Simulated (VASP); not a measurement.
# Si62As (a cell with a defect) in VASP: a series of runs, part 3 of 3

VASP 6.6.1.

### Step 5. Single point, PBE+D3(BJ)

File INCAR:

```
SYSTEM = Si62As
ALGO = Normal
EDIFF = 1E-6
ENCUT = 520
GGA = PE
ISIF = 2
ISMEAR = 0
IVDW = 12
LASPH = .TRUE.
LCHARG = .FALSE.
LREAL = Auto
LWAVE = .FALSE.
NBANDS = 164
NELECT = 252.0
NELM = 80
PREC = Accurate
SIGMA = 0.05
```

File KPOINTS:

```
k-points
0
G
  1 1 1
  0 0 0
```

File POSCAR:

```
Si62As
1.0
   10.8600000000      0.0000000000      0.0000000000
    0.0000000000     10.8600000000      0.0000000000
    0.0000000000      0.0000000000     10.8600000000
Si As
62 1
Direct
    0.4994392412      0.0002757244      0.0002757244
    0.6272770713      0.1252231510      0.1252231510
    0.7506355489      0.2493644511     -0.0018186340
    0.8747768490      0.3727229287      0.1252231510
    0.7506355489     -0.0018186340      0.2493644511
    0.8747768490      0.1252231510      0.3727229287
    0.0001443804     -0.0001443804     -0.0001443804
    0.1263567043      0.1248214722      0.1248214722
    0.2519793073      0.2496612248      0.0008704174
    0.3782909694      0.3766263521      0.1289994869
    0.4995229480      0.5004770520      0.0002406547
    0.6233736479      0.6217090306      0.1289994869
    0.7503387752      0.7480206927      0.0008704174
    0.8751785278      0.8736432957      0.1248214722
    0.2519793073      0.0008704174      0.2496612248
    0.3782909694      0.1289994869      0.3766263521
    0.5063767352      0.2502789508      0.2502789508
    0.7497210492      0.4936232648      0.2502789508
    0.8710005131      0.6217090306      0.3766263521
    0.4995229480      0.0002406547      0.5004770520
    0.6233736479      0.1289994869      0.6217090306
    0.7497210492      0.2502789508      0.4936232648
    0.8710005131      0.3766263521      0.6217090306
    0.7503387752      0.0008704174      0.7480206927
    0.8751785278      0.1248214722      0.8736432957
   -0.0002757244      0.5005607588      0.0002757244
    0.1253584514      0.6243070004      0.1262477698
    0.2494982475      0.7505017525      0.0009233130
    0.3756929996      0.8746415486      0.1262477698
    0.0018186340      0.2493644511      0.2493644511
    0.1243626397      0.3753709172      0.3753709172
    0.2510562439      0.5001383599      0.2526193776
    0.3745124263      0.6254875737      0.3790016310
    0.4998616401      0.7489437561      0.2526193776
    0.6246290828      0.8756373603      0.3753709172
   -0.0002757244      0.0002757244      0.5005607588
    0.1253584514      0.1262477698      0.6243070004
    0.2510562439      0.2526193776      0.5001383599
    0.3745124263      0.3790016310      0.6254875737
    0.6209983690      0.6254875737      0.6254875737
    0.7473806224      0.7489437561      0.5001383599
    0.8737522302      0.8746415486      0.6243070004
    0.2494982475      0.0009233130      0.7505017525
    0.3756929996      0.1262477698      0.8746415486
    0.4998616401      0.2526193776      0.7489437561
    0.6246290828      0.3753709172      0.8756373603
    0.7473806224      0.5001383599      0.7489437561
    0.8737522302      0.6243070004      0.8746415486
   -0.0008704174      0.7480206927      0.2496612248
    0.1243533042      0.8756466958      0.3758838482
   -0.0002406547      0.5004770520      0.5004770520
    0.1236334560      0.6261070610      0.6261070610
    0.2493029950      0.7506970050      0.5019725570
    0.3738929390      0.8763665440      0.6261070610
   -0.0008704174      0.2496612248      0.7480206927
    0.1243533042      0.3758838482      0.8756466958
    0.2493029950      0.5019725570      0.7506970050
    0.3738929390      0.6261070610      0.8763665440
    0.4980274430      0.7506970050      0.7506970050
    0.6241161518      0.8756466958      0.8756466958
   -0.0009233130      0.7505017525      0.7505017525
    0.1244842622      0.8755157378      0.8755157378
    0.5132025266      0.4867974734      0.4867974734
```

Potentials or basis: VASP PAW PBE potentials, release 64 (Si, As).

On the command line:

```sh
cat potpaw_PBE.64/Si/POTCAR potpaw_PBE.64/As/POTCAR > POTCAR
mpirun -np 1 vasp_gam > vasp.out
```

OUTCAR:

```text
SYSTEM = Si62As
   EDIFF = 1E-6
   ENCUT = 520
   GGA = PE
   ISIF = 2
   ISMEAR = 0
   IVDW = 12
   LASPH = .TRUE.
   LREAL = Auto
   NELECT = 252.0
   NELM = 80
   PREC = Accurate
 IVDW          = 12

 ion  position               nearest neighbor table
   1  0.499  0.000  0.000-  60 2.34  44 2.35  29 2.35   2 2.37
   2  0.627  0.125  0.125-  17 2.33   5 2.35   3 2.35   1 2.37
   3  0.751  0.249  0.998-  25 2.34   4 2.35   2 2.35  46 2.35
   4  0.875  0.373  0.125-  18 2.33   3 2.35  30 2.35  26 2.37
[... 503 lines left out ...]
  Total     -11.97661   -11.97661   -11.97661    -4.53295     4.53295    -4.53295
  in kB     -14.98149   -14.98149   -14.98149    -5.67024     5.67024    -5.67024
  external pressure =      -14.98 kB  Pullay stress =        0.00 kB

 VOLUME and BASIS-vectors are now :
 -----------------------------------------------------------------------------
  energy-cutoff  :      520.00
  volume of cell :     1280.82
      direct lattice vectors                 reciprocal lattice vectors
    10.860000000  0.000000000  0.000000000     0.092081031  0.000000000  0.000000000
     0.000000000 10.860000000  0.000000000     0.000000000  0.092081031  0.000000000
     0.000000000  0.000000000 10.860000000     0.000000000  0.000000000  0.092081031

 POSITION                                       TOTAL-FORCE (eV/Angst)
 -----------------------------------------------------------------------------------
      5.42391      0.00299      0.00299         0.001625     -0.000908     -0.000908
      6.81223      1.35992      1.35992        -0.001747     -0.009559     -0.009559
      8.15190      2.70810     10.84025         0.004178     -0.004178      0.002583
      9.50008      4.04777      1.35992         0.009559      0.001747     -0.009559
      8.15190     10.84025      2.70810         0.004178      0.002583     -0.004178
      9.50008      1.35992      4.04777         0.009559     -0.009559      0.001747
[... 55 lines left out ...]
      1.35190      9.50810      9.50810        -0.001569      0.001569      0.001569
      5.57338      5.28662      5.28662         0.017281     -0.017281     -0.017281
 -----------------------------------------------------------------------------------
    total drift:                               -0.008397      0.008397      0.008397

  FREE ENERGIE OF THE ION-ELECTRON SYSTEM (eV)
  ---------------------------------------------------
  free  energy   TOTEN  =      -358.2299620266 eV

  energy  without entropy=     -358.2299620265  energy(sigma->0) =     -358.22996203
```

OSZICAR:

```text
N       E                     dE             d eps       ncg     rms          rms(c)
DAV:   1     0.126807821961E+04    0.12681E+04   -0.10944E+05   328   0.135E+03
DAV:   2    -0.180116876649E+03   -0.14482E+04   -0.13656E+04   436   0.217E+02
DAV:   3    -0.339443836473E+03   -0.15933E+03   -0.15423E+03   408   0.637E+01
DAV:   4    -0.344271509048E+03   -0.48277E+01   -0.47926E+01   400   0.133E+01
DAV:   5    -0.344383881109E+03   -0.11237E+00   -0.11201E+00   392   0.224E+00    0.276E+01
DAV:   6    -0.340042197667E+03    0.43417E+01   -0.31603E+00   368   0.298E+00    0.167E+01
DAV:   7    -0.338227622877E+03    0.18146E+01   -0.55726E+00   376   0.383E+00    0.170E+00
DAV:   8    -0.338251677848E+03   -0.24055E-01   -0.44141E-01   384   0.123E+00    0.863E-01
DAV:   9    -0.338261800245E+03   -0.10122E-01   -0.55930E-02   368   0.465E-01    0.436E-01
DAV:  10    -0.338267890244E+03   -0.60900E-02   -0.19492E-02   368   0.236E-01    0.212E-01
DAV:  11    -0.338269451224E+03   -0.15610E-02   -0.30798E-03   368   0.110E-01    0.122E-01
DAV:  12    -0.338270166605E+03   -0.71538E-03   -0.11821E-03   368   0.704E-02    0.337E-02
DAV:  13    -0.338270208866E+03   -0.42262E-04   -0.21643E-04   416   0.306E-02    0.130E-02
DAV:  14    -0.338270215141E+03   -0.62750E-05   -0.44452E-05   384   0.117E-02    0.844E-03
DAV:  15    -0.338270216433E+03   -0.12917E-05   -0.49942E-06   344   0.455E-03    0.408E-03
DAV:  16    -0.338270216192E+03    0.24143E-06   -0.72965E-07   208   0.182E-03
   1 F= -.35822996E+03 E0= -.35822996E+03  d E =-.508480E-10
```

stdout:

```text
POSCAR found type information on POSCAR SiAs
 POSCAR found :  2 types and      63 ions
 scaLAPACK will be used
 LDA part: xc-table for (Slater+PW92), standard interpolation
 POSCAR, INCAR and KPOINTS ok, starting setup
 FFT: planning ... GRIDC
 FFT: planning ... GRID_SOFT
 FFT: planning ... GRID
 WAVECAR not read
 entering main loop
 the old and the new charge density differ
 old charge density:   253.00000 new  252.00000
    0.276E+01
```

Run time: 4.6 min. Hardware: 1 thread of Intel Xeon Platinum 8559C (Emerald Rapids), shared host; peak memory 1.1 GiB.

What came out:

```yaml
Free_energy: -358.2300 eV
Largest_force: 0.030 eV/Å
Dispersion_energy_per_atom: -0.317 eV
```

Forces in eV/Å, atoms in the order of the input:
```
Si   0.002 -0.001 -0.001
Si  -0.002 -0.010 -0.010
Si   0.004 -0.004  0.003
Si   0.010  0.002 -0.010
Si   0.004  0.003 -0.004
Si   0.010 -0.010  0.002
Si   0.005 -0.005 -0.005
Si   0.001  0.001  0.001
Si   0.002 -0.002  0.004
Si  -0.009  0.000 -0.009
Si  -0.004  0.004  0.000
Si   0.000  0.009 -0.009
Si   0.002 -0.002  0.004
Si  -0.001 -0.001  0.001
Si   0.002  0.004 -0.002
Si  -0.009 -0.009  0.000
Si   0.010  0.005  0.005
Si  -0.005 -0.010  0.005
Si   0.009  0.009  0.000
Si  -0.004  0.000  0.004
Si   0.000 -0.009  0.009
Si  -0.005  0.005 -0.010
Si   0.009  0.000  0.009
Si   0.002  0.004 -0.002
Si  -0.001  0.001 -0.001
Si   0.001 -0.002 -0.001
Si   0.000  0.000 -0.002
Si  -0.001  0.001  0.001
Si   0.000  0.000 -0.002
Si  -0.003 -0.004 -0.004
Si   0.002  0.002  0.002
Si   0.000  0.000 -0.002
Si  -0.014  0.014 -0.002
Si   0.000  0.000 -0.002
Si  -0.002 -0.002  0.002
Si   0.001 -0.001 -0.002
Si   0.000 -0.002  0.000
Si   0.000 -0.002  0.000
Si  -0.014 -0.002  0.014
Si   0.002  0.014  0.014
Si   0.002  0.000  0.000
Si   0.002  0.000  0.000
Si  -0.001  0.001  0.001
Si   0.000 -0.002  0.000
Si   0.000 -0.002  0.000
Si  -0.002  0.002 -0.002
Si   0.002  0.000  0.000
Si   0.002  0.000  0.000
Si  -0.004 -0.002 -0.002
Si   0.000  0.000  0.002
Si   0.000  0.004  0.004
Si  -0.003  0.003  0.003
Si  -0.005  0.005 -0.003
Si  -0.003  0.003  0.003
Si  -0.004 -0.002 -0.002
Si   0.000  0.002  0.000
Si  -0.005 -0.003  0.005
Si  -0.003  0.003  0.003
Si   0.003  0.005  0.005
Si  -0.002  0.000  0.000
Si  -0.001  0.001  0.001
Si  -0.002  0.002  0.002
As   0.017 -0.017 -0.017
```

Caveat: the k points lie up to 0.58 Å⁻¹ apart; the cell carries a net charge on a neutralising background, which shifts energy and pressure; the cell is charged against a uniform background, so pressure and absolute levels hang on convention.
